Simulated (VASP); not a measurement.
Crystal: Be3B2Cl3.

```xyz
8
Lattice="4.2626 0.0000 0.0000 0.0000 4.2626 0.0000 0.0000 0.0000 6.6509" Properties=species:S:1:pos:R:3 pbc="T T T"
Be    2.1313    2.1313    0.0000
Be    0.0000    0.0000    3.3254
Be    2.1313    2.1313    3.3254
B     2.1313    0.0000    3.3254
B     0.0000    2.1313    3.3254
Cl    2.1313    2.1313    1.7790
Cl    2.1313    2.1313    4.8719
Cl    0.0000    0.0000    0.0000
```

* Program: VASP 6.6.1
* Task: relaxation of cell and atoms
* Functional: PBE
* Potentials or basis: VASP PAW PBE potentials, release 64 (Be, B, Cl)
* Cutoff: 600 eV
* k mesh: 4 × 4 × 4
* Occupations: gaussian, width 0.1 eV
* Spin: no spin polarisation

At the start: pressure 20.0 GPa; volume 15.11 Å³/atom.

Q: How do energy, volume and symmetry change on relaxing?

A: Over 12 steps the energy falls by 1014.4 meV/atom and the volume is 16.03 Å³/atom (+6.1 %); space group P4/mmm (No. 123, to 0.05 Å).

Step by step:
```tsv
step	energy change (eV)	largest force (eV/Å)	pressure (GPa)	volume (Å³)
1	0.0000	12.0168	19.96	120.84
2	-4.0773	10.0763	5.31	153.09
3	-5.2456	5.3608	4.77	136.91
4	-7.2196	1.0357	-7.43	151.37
5	-7.2435	0.6663	-6.25	148.79
6	-7.8610	0.5875	-4.00	137.47
7	-8.0744	0.4981	-1.27	129.93
8	-8.0916	0.4367	0.32	126.61
9	-8.0926	0.4484	-0.01	127.25
10	-8.1077	0.2268	0.21	127.28
11	-8.1121	0.0246	0.43	127.30
12	-8.1153	0.0259	0.05	128.25
```

Final structure:
```yaml
crystal:
  lattice:
    - [3.77599, 0.00000, 0.00000]
    - [0.00000, 3.77599, 0.00000]
    - [0.00000, 0.00000, 8.99459]
  atoms:
    - { symbol: Be, position: [0.50000, 0.50000, 0.00000] }
    - { symbol: Be, position: [0.00000, 0.00000, 0.50000] }
    - { symbol: Be, position: [0.50000, 0.50000, 0.50000] }
    - { symbol: B, position: [0.50000, 0.00000, 0.50000] }
    - { symbol: B, position: [0.00000, 0.50000, 0.50000] }
    - { symbol: Cl, position: [0.50000, 0.50000, 0.22019] }
    - { symbol: Cl, position: [0.50000, 0.50000, 0.77981] }
    - { symbol: Cl, position: [0.00000, 0.00000, 0.00000] }
```

Caveat: the k points lie up to 0.42 Å⁻¹ apart in the final cell; an odd number of electrons without spin polarisation forces a metal; a magnetic or distorted state may lie lower.
